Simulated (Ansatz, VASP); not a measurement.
# KCl: VASP beside Ansatz

Contents of INCAR:

```
PREC = Accurate
ENCUT = 520
EDIFF = 1E-7
ISMEAR = -1
SIGMA = 0.03
LREAL = F
LASPH = T
NELM = 80
ALGO = Normal
ISIF = 2
LWAVE = F
LCHARG = F
GGA = CA
NBANDS = 15
```

Contents of KPOINTS:

```
Automatic mesh
0
Gamma
  7 7 7
```

Contents of POSCAR:

```
KCl
1.0
    0.0000000000      3.1561000000      3.0929780000
    3.1561000000      0.0000000000      3.0929780000
    3.1561000000      3.1561000000      0.0000000000
K Cl
1 1
Direct
    0.0000000000      0.0000000000      0.0000000000
    0.5000000000      0.5000000000      0.5000000000
```

Input for Ansatz:

```yaml
crystal:
  lattice:
    - [0.0, 3.1561, 3.092978]
    - [3.1561, 0.0, 3.092978]
    - [3.1561, 3.1561, 0.0]
  atoms:
    - { symbol: K, position: [0.0, 0.0, 0.0] }
    - { symbol: Cl, position: [0.5, 0.5, 0.5] }
kpoints:
  mp_grid: { grid: [7, 7, 7] }
  band_path:
    path:
      - [0.0, 0.0, 0.0]
      - [0.0, 0.5, 0.5]
      - [0.25, 0.75, 0.5]
      - [0.0, 0.5, 0.0]
      - [0.0, 0.0, 0.0]
      - [0.5, 0.5, 0.0]
      - [0.3801541025, 0.6198458975, 0.0]
      - [-0.3801541025, 0.3801541025, 0.0]
      - [0.0, 0.0, 0.0]
    npoints: 5
scf:
  occupations: { method: fermi_dirac, width: 0.03 }
hamiltonian:
  xc: lda
  pseudopotentials: { kind: all_electron, lapw: { basis_error: 0.001 } }
output:
  forces: true
  stress: true
  eigenvalues: true
```

Change from the starting cell: zz strain of -2 %.

Alike in both runs: task single point; functional LDA; k mesh 7 × 7 × 7; occupations fermi-dirac, width 0.03 eV; no spin polarisation.

```csv
,VASP,Ansatz
version,VASP 6.6.1,Ansatz 0.2.0
potentials or method,"VASP PAW LDA potentials, release 64 (K_sv, Cl), cutoff 520 eV","all-electron LAPW, scalar-relativistic"
```

|  | VASP | Ansatz | Ansatz less VASP |
| --- | --- | --- | --- |
| gap on the k mesh at the Fermi level (eV) | 4.77 | 4.77 | -0.004 |
| pressure (GPa) | -1.7 | -1.8 | -0.04 |
| traceless stress, the component that is largest in VASP (GPa) | 0.44 | 0.43 | -0.013 |

LDA's correlation is that of Perdew and Zunger in VASP and of Perdew and Wang (1992) in Ansatz. Ansatz ran all-electron here, and VASP with PAW potentials.
